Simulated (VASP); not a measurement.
# Nb (Im-3m) in VASP: further runs

Runs on Nb. Level: PBE. Tasks: single point.

Everything below comes from runs of VASP 6.6.1. Logs are shortened: lines on timing, memory, paths and dates and some standing lists are left out, and cuts for length are marked.

## (1) The cell of the first run

It takes space group Im-3m (No. 229, cubic). Conventional cell: a = 3.328 Å, b = 3.328 Å, c = 3.328 Å, α = 90.00°, β = 90.00°, γ = 90.00°. Nb (site symmetry m-3m) has 14 Nb at 2.88 to 3.33 Å within 3.8 Å.

## (2) Single point, PBE

Input file INCAR:

```
PREC = Accurate
ENCUT = 520
EDIFF = 1E-7
ISMEAR = 0
SIGMA = 0.15
LREAL = F
LASPH = T
NELM = 80
ALGO = Fast
ISIF = 2
LWAVE = F
LCHARG = T
GGA = PE
LELF = T
LVHAR = T
NBANDS = 12
```

Input file KPOINTS:

```
regular mesh
0
Gamma
  20 20 20
```

Input file POSCAR:

```
Nb
1.0
   -1.6639500000      1.6639500000      1.6639500000
    1.6639500000     -1.6639500000      1.6639500000
    1.6639500000      1.6639500000     -1.6639500000
Nb
1
Direct
    0.0000000000      0.0000000000      0.0000000000
```

Potentials or basis: VASP PAW PBE potentials, release 64 (Nb_sv).

On the command line:

```sh
$ cat potpaw_PBE.64/Nb_sv/POTCAR > POTCAR
$ mpirun -np 1 vasp_std > vasp.out
```

OUTCAR:

```text
PREC = Accurate
   ENCUT = 520
   EDIFF = 1E-7
   ISMEAR = 0
   LREAL = F
   LASPH = T
   NELM = 80
   ISIF = 2
   GGA = PE

 ion  position               nearest neighbor table
   1  0.000  0.000  0.000-

  LATTYP: Found a body centered cubic cell.
 ALAT       =     3.3279000000

  Lattice vectors:

 A1 = (  -1.6639500000,   1.6639500000,   1.6639500000)
 A2 = (   1.6639500000,  -1.6639500000,   1.6639500000)
 A3 = (   1.6639500000,   1.6639500000,  -1.6639500000)

Analysis of symmetry for initial positions (statically):
=====================================================================
 Subroutine PRICEL returns:
 Original cell was already a primitive cell.

 Routine SETGRP: Setting up the symmetry group for a
 body centered cubic supercell.

 Subroutine GETGRP returns: Found 48 space group operations
[... 9 lines left out ...]

 Routine SETGRP: Setting up the symmetry group for a
 body centered cubic supercell.

 Subroutine GETGRP returns: Found 48 space group operations
[... 11 lines left out ...]
                                     Primitive cell

  volume of cell :      18.4281

  direct lattice vectors                    reciprocal lattice vectors
    -1.663950000  1.663950000  1.663950000     0.000000000  0.300489798  0.300489798
     1.663950000 -1.663950000  1.663950000     0.300489798  0.000000000  0.300489798
     1.663950000  1.663950000 -1.663950000     0.300489798  0.300489798  0.000000000

  length of vectors
     2.882045941  2.882045941  2.882045941     0.424956748  0.424956748  0.424956748

  position of ions in fractional coordinates (direct lattice)
     0.000000000  0.000000000  0.000000000

  ion indices of the primitive-cell ions
   primitive index   ion index
                 1           1

----------------------------------------------------------------------------------------

 KPOINTS: regular mesh

Automatic generation of k-mesh.
 Grid dimensions read from file:
 generate k-points for:   20   20   20

 Generating k-lattice:

  Cartesian coordinates                     Fractional coordinates (reciprocal lattice)
     0.000000000  0.015024490  0.015024490     0.050000000  0.000000000  0.000000000
     0.015024490  0.000000000  0.015024490     0.000000000  0.050000000  0.000000000
     0.015024490  0.015024490  0.000000000     0.000000000  0.000000000  0.050000000

  Length of vectors
[... 54 lines left out ...]
   NELM   =     80;   NELMIN=  2; NELMDL= -5     # of ELM steps
   EDIFF  = 0.1E-06   stopping-criterion for ELM
   LREAL  =      F    real-space projection
   EDIFFG = 0.1E-05   stopping-criterion for IOM
   NSW    =      0    number of steps for IOM
   IBRION =     -1    ionic relax: 0-MD 1-quasi-New 2-CG
   NFREE  =      0    steps in history (QN), initial steepest desc. (CG)
   ISIF   =      2    stress and relaxation
   ISYM   =      2    0-nonsym 1-usesym 2-fastsym
   POTIM  = 0.5000    time-step for ionic-motion
   TEBEG  =    0.0;   TEEND  =   0.0 temperature during run
   PSTRESS=    0.0 pullay stress
   NELECT =      13.0000    total number of electrons
   NUPDOWN=      -1.0000    fix difference up-down
   EMIN   =  10.00;   EMAX   =-10.00  energy-range for DOS
   EFERMI =   0.00;   METHOD = LEGACY
   ISMEAR =     0;   SIGMA  =   0.15  broadening in eV -4-tet -1-fermi 0-gaus
   EFERMI_NEDOS =   21; number of points for ismear=-14 and -15
   IALGO  =     68    algorithm
   IMIX   =      4    mixing-type and parameters
     AMIX     =   0.40;   BMIX     =  1.00
     AMIX_MAG =   1.60;   BMIX_MAG =  1.00
  volume/ion in A,a.u.               =      18.43       124.36
  Fermi-wavevector in a.u.,A,eV,Ry     =   1.457345  2.753983 28.896790  2.123854
  Thomas-Fermi vector in A             =   2.574157
   LORBIT       =      0    0 simple, 1 ext, 2 COOP (PROOUT), +10 PAW based schemes
   GGA     = PE    functional components
   LHFCALC =     F    Hartree Fock is set to
   AEXX    =    0.0000 exact exchange contribution
   IVDW    =     0    specifies the selected vdW correction
   LEPSILON=     F    determine dielectric tensor
   LRPA    =     F    only Hartree local field effects (RPA)
 non-spin polarized calculation
 RMM-DIIS sequential band-by-band and
 Gauss-broadening in eV      SIGMA  =   0.15
  energy-cutoff  :      520.00
  volume of cell :       18.43
 maximum number of plane-waves:       531
 NGX is ok and might be reduce to    24
   NGX = 11   NGY = 11   NGZ = 11

 number of electron      12.9999999 magnetization

 Free energy of the ion-electron system (eV)
  ---------------------------------------------------
  ext. energy  EPLUGINS =         0.00000000
  ---------------------------------------------------
  free energy    TOTEN  =       -10.22160682 eV

  energy without entropy =      -10.20441004  energy(sigma->0) =      -10.21300843

 E-fermi :  10.8738     XC(G=0): -12.3822

 val. band max:       10.8737931383   @ k =  -0.4500   0.4500   0.2000
 cond. band min:      10.8783879556   @ k =  -0.2000   0.2000   0.0500
 fundamental gap:      0.0045948173
 Fermi energy:        10.8738460812

 k-point     1 :       0.0000    0.0000    0.0000
  band No.  band energies     occupation
      1     -43.5331      2.00000
      2     -18.8777      2.00000
      3     -18.8777      2.00000
      4     -18.8777      2.00000
      5       4.9608      2.00000
      6      11.2367      0.00062
      7      11.2367      0.00062
      8      11.2367      0.00062
      9      14.0709      0.00000
     10      14.0709      0.00000
     11      25.0187      0.00000
     12      25.0187      0.00000
[... 331 lines left out ...]
 k-point    24 :       0.2500    0.1000    0.0000
  band No.  band energies     occupation
      1     -43.3786      2.00000
      2     -19.7364      2.00000
      3     -19.1573      2.00000
      4     -18.9281      2.00000
      5       7.5139      2.00000
      6       9.8645      2.00000
      7      10.5745      1.99524
      8      13.4725      0.00000
      9      14.5673      0.00000
     10      14.8437      0.00000
     11      24.6002      0.00000
     12      25.7188      0.00000

 [... further k-points ...]
[... 5 lines left out ...]
  --------------------------------------------------------------------------------------
  -------------------------------------------------------------------------------------
  Total       -0.3438369     -0.3438369     -0.3438369      0.0000000     -0.0000000     -0.0000000
  in kB      -29.8938810    -29.8938810    -29.8938810      0.0000000     -0.0000000     -0.0000000
  external PRESSURE =     -29.8938810 kB  Pullay stress =       0.0000000 kB

 VOLUME and BASIS-vectors are now :
 -----------------------------------------------------------------------------
  energy-cutoff  :      520.00
  volume of cell :       18.43
      direct lattice vectors                 reciprocal lattice vectors
    -1.663950000  1.663950000  1.663950000     0.000000000  0.300489798  0.300489798
     1.663950000 -1.663950000  1.663950000     0.300489798  0.000000000  0.300489798
     1.663950000  1.663950000 -1.663950000     0.300489798  0.300489798  0.000000000

 POSITION                                       TOTAL-FORCE (eV/Angst)
 -----------------------------------------------------------------------------------
      0.00000      0.00000      0.00000         0.000000      0.000000      0.000000
 -----------------------------------------------------------------------------------
    total drift:                               -0.000000      0.000000      0.000000

  FREE ENERGIE OF THE ION-ELECTRON SYSTEM (eV)
  ---------------------------------------------------
  free  energy   TOTEN  =       -10.2216068215 eV

  energy  without entropy=      -10.2044100379  energy(sigma->0) =      -10.21300843
```

OSZICAR:

```text
N       E                     dE             d eps       ncg     rms          rms(c)
DAV:   1     0.117758037960E+03    0.11776E+03   -0.72876E+03  6168   0.108E+03
DAV:   2    -0.581205443367E+01   -0.12357E+03   -0.11889E+03  6652   0.390E+02
DAV:   3    -0.103591504994E+02   -0.45471E+01   -0.43469E+01  8676   0.663E+01
[... 17 lines left out ...]
RMM:  21    -0.102216059003E+02   -0.41320E-07   -0.39594E-06  6428   0.904E-03    0.156E-03
RMM:  22    -0.102216062237E+02   -0.32337E-06   -0.28329E-06  5867   0.542E-03    0.169E-03
RMM:  23    -0.102216065430E+02   -0.31933E-06   -0.15575E-06  5629   0.511E-03    0.524E-04
RMM:  24    -0.102216067627E+02   -0.21974E-06   -0.11528E-06  5387   0.447E-03    0.148E-04
RMM:  25    -0.102216068215E+02   -0.58716E-07   -0.67913E-07  5160   0.334E-03
   1 F= -.10221607E+02 E0= -.10213008E+02  d E =-.171968E-01
```

stdout:

```text
POSCAR found type information on POSCAR Nb
 POSCAR found :  1 types and       1 ions
 scaLAPACK will be used
 LDA part: xc-table for (Slater+PW92), standard interpolation
 POSCAR, INCAR and KPOINTS ok, starting setup
 FFT: planning ... GRIDC
 FFT: planning ... GRID_SOFT
 FFT: planning ... GRID
 WAVECAR not read
 entering main loop
WARNING in EDDRMM: call to ZHEGV failed, returncode =   8  4      8
WARNING in EDDRMM: call to ZHEGV failed, returncode =   8  4     10
WARNING in EDDRMM: call to ZHEGV failed, returncode =   6  3      5
WARNING in EDDRMM: call to ZHEGV failed, returncode =   6  3     10
WARNING in EDDRMM: call to ZHEGV failed, returncode =   6  3      9
WARNING in EDDRMM: call to ZHEGV failed, returncode =   6  3      7
WARNING in EDDRMM: call to ZHEGV failed, returncode =   6  3      9
```

Wall time 90 s (1 thread of AMD EPYC 9R14 (Zen 4), shared host); peak memory 0.15 GiB.

Results:

```
Free energy : -10.2216 eV
Pressure    : -3.0 GPa
```

Levels at points of the mesh, in eV from the Fermi level:
```
           k point  band 4  band 5  band 6  band 7  band 8  band 9
(0.00, 0.00, 0.00)  -29.75   -5.91    0.36    0.36    0.36    3.20
(0.50, 0.00, 0.00)  -29.76   -3.64   -1.60    2.16    3.21    3.88
(0.50, 0.50, 0.50)  -30.62   -3.60   -3.60    5.44    5.44    5.44
```

## (3) Single point, PBE

Input file INCAR:

```
SYSTEM = Nb
ALGO = Fast
EDIFF = 1E-6
ENCUT = 520
GGA = PE
ISIF = 2
ISMEAR = 0
LASPH = .True.
LCHARG = .False.
LREAL = .False.
LWAVE = .False.
NBANDS = 12
NELM = 60
PREC = Accurate
SIGMA = 0.15
```

Input file KPOINTS:

```
k-points
0
Gamma
  22 22 22
  0 0 0
```

POSCAR is that of step 2.

Potentials or basis: VASP PAW PBE potentials, release 64 (Nb_sv).

On the command line:

```sh
$ cat potpaw_PBE.64/Nb_sv/POTCAR > POTCAR
$ mpirun -np 1 vasp_std > vasp.out
```

It took 88 s on 1 thread of AMD EPYC 9R14 (Zen 4), shared host; peak memory 0.17 GiB.

The run converged. Its results:

| Quantity | Value |
| --- | --- |
| Free energy | -10.2224 eV |
| Pressure | -2.9 GPa |

Levels at points of the mesh, in eV from the Fermi level:
| k point | band 3 | band 4 | band 5 | band 6 | band 7 | band 8 | band 9 | band 10 |
| --- | --- | --- | --- | --- | --- | --- | --- | --- |
| (0.00, 0.00, 0.00) | -29.74 | -29.74 | -5.90 | 0.38 | 0.38 | 0.38 | 3.21 | 3.21 |
| (0.50, 0.00, 0.00) | -30.14 | -29.75 | -3.62 | -1.59 | 2.18 | 3.23 | 3.89 | 6.19 |
| (0.50, 0.50, 0.50) | -30.61 | -30.61 | -3.58 | -3.58 | 5.45 | 5.45 | 5.45 | 8.89 |
